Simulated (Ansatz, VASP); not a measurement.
## One calculation of AlN, two programs

The input POSCAR:

```
AlN
1.0
    0.0000000000      2.0592458391      1.9894038362
    2.0592458391      0.0000000000      1.9894038362
    2.0592458391      2.0592458391      0.0000000000
Al N
1 1
Direct
    0.0000000000      0.0000000000      0.0000000000
    0.5000000000      0.5000000000      0.5000000000
```

The input INCAR.step1:

```
SYSTEM = AlN
PREC     = Accurate       ! precision mode
ENCUT    = 520            ! plane-wave cutoff, eV
EDIFF    = 1E-5           ! SCF threshold, eV
ISMEAR   = 0              ! smearing method
SIGMA    = 0.01           ! smearing width, eV
LREAL    = .False.        ! projectors in reciprocal space
LASPH    = .True.         ! aspherical terms in the spheres
NELM     = 100            ! most SCF steps
ALGO     = Normal         ! electronic algorithm
ISIF     = 2              ! what is computed and relaxed
LWAVE    = .True.         ! write WAVECAR
NBANDS   = 11             ! bands
GGA      = PE             ! functional
```

Contents of INCAR.step2:

```
SYSTEM = AlN
PREC     = Accurate       ! precision mode
ENCUT    = 520            ! plane-wave cutoff, eV
EDIFF    = 1E-6           ! SCF threshold, eV
ISMEAR   = 0              ! smearing method
SIGMA    = 0.01           ! smearing width, eV
LREAL    = .False.        ! projectors in reciprocal space
LASPH    = .True.         ! aspherical terms in the spheres
NELM     = 100            ! most SCF steps
ALGO     = Normal         ! electronic algorithm
ISIF     = 2              ! what is computed and relaxed
LWAVE    = .False.        ! write WAVECAR
LCHARG   = .True.         ! write CHGCAR
GGA      = PE             ! functional
LHFCALC  = .True.         ! exact exchange
HFSCREEN = 0.2079         ! screening, 1/A
PRECFOCK = Normal       
LELF     = .True.         ! ELF
LVHAR    = .True.       
NBANDS   = 11             ! bands
ISTART   = 1
```

Contents of KPOINTS:

```
Automatic mesh
0
Gamma
  8 8 8
  0 0 0
```

Input for Ansatz:

```yaml
crystal:
  lattice:
    - [0.0, 2.0592458391, 1.9894038362]
    - [2.0592458391, 0.0, 1.9894038362]
    - [2.0592458391, 2.0592458391, 0.0]
  atoms:
    - { symbol: Al, position: [0.0, 0.0, 0.0] }
    - { symbol: "N", position: [0.5, 0.5, 0.5] }
kpoints:
  mp_grid: { grid: [8, 8, 8] }
  band_path:
    path:
      - [0.0, 0.0, 0.0]
      - [0.5, 0.0, 0.5]
      - [0.625, 0.25, 0.625]
      - [0.375, 0.375, 0.75]
      - [0.5, 0.5, 0.5]
      - [0.5, 0.25, 0.75]
      - [0.5, 0.5, 0.0]
    npoints: 1
hamiltonian:
  xc: hse06
scf:
  occupations: { method: fixed }
  n_extra_bands: 4
output:
  forces: true
  stress: true
  eigenvalues: true
```

Change from the starting cell: epitaxial_xy strain +2.0%.

Alike in both runs: task single point; functional HSE06; k mesh 8 × 8 × 8; no spin polarisation.

|  | VASP | Ansatz |
| --- | --- | --- |
| version | VASP 6.6.1 | Ansatz 0.2.0 |
| potentials or method | VASP PAW PBE potentials, release 64 (Al, N) | plane waves, PAW |
| plane-wave cutoff (eV) | 520 | 420 |
| occupations | gaussian, width 0.01 eV | fixed |
| valence electrons in the cell | 8 | 8 |

Ansatz gave:

```
gap on the k mesh at the Fermi level (eV)                     : 5.53
pressure (GPa)                                                : -7.5
traceless stress, the component that is largest in VASP (GPa) : 5.98
```

Task: Estimate VASP's values.

Result: gap on the k mesh at the Fermi level (eV): 5.46; pressure (GPa): -7.4; traceless stress, the component that is largest in VASP (GPa): 5.92.

Ansatz's warnings: stress exchange threshold loose, stress scf threshold loose.
